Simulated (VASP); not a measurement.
Here is a VASP 6.6.1 calculation.

File INCAR:

```
SYSTEM = MgO
PREC = Accurate
ENCUT = 520
EDIFF = 1E-6
ISMEAR = 0
SIGMA = 0.02
LREAL = .False.
LASPH = .True.
NELM = 100
ALGO = Normal
ISIF = 2
LWAVE = .False.
LCHARG = .False.
GGA = PE
NBANDS = 11
```

Contents of KPOINTS:

```
regular mesh
0
Gamma
  10 10 10
  0 0 0
```

File POSCAR:

```
MgO
1.0
    0.0000000000      2.1269229054      2.1269229054
    2.1269229054      0.0000000000      2.1269229054
    2.1269229054      2.1269229054      0.0000000000
Mg O
1 1
Direct
    0.0000000000      0.0000000000      0.0000000000
    0.5000000000      0.5000000000      0.5000000000
```

Potentials or basis: VASP PAW PBE potentials, release 64 (Mg, O).

Command:

```sh
$ cat potpaw_PBE.64/Mg/POTCAR potpaw_PBE.64/O/POTCAR > POTCAR
$ mpirun -np 1 vasp_std > vasp.out
```

Q: Estimate the band gap on the k mesh.

A: 4.44 eV.

Q: Estimate the pressure.

A: -0.8 GPa.

**Experimental background.**

From “Electronic structure of alkaline earth and post-transition metal oxides”, 2009, arxiv:0908.1581, for a bulk crystal of MgO: band gap 7.83 eV.

A measured gap of MgO is 7.83 eV (quoted in “Electronic structure of alkaline earth and post-transition metal oxides”, 2009, arxiv:0908.1581); the calculated 4.44 eV misses it by -3.39 eV. The value is that of PBE, without temperature or zero-point motion. Semilocal functionals fall short of measured gaps as a rule.
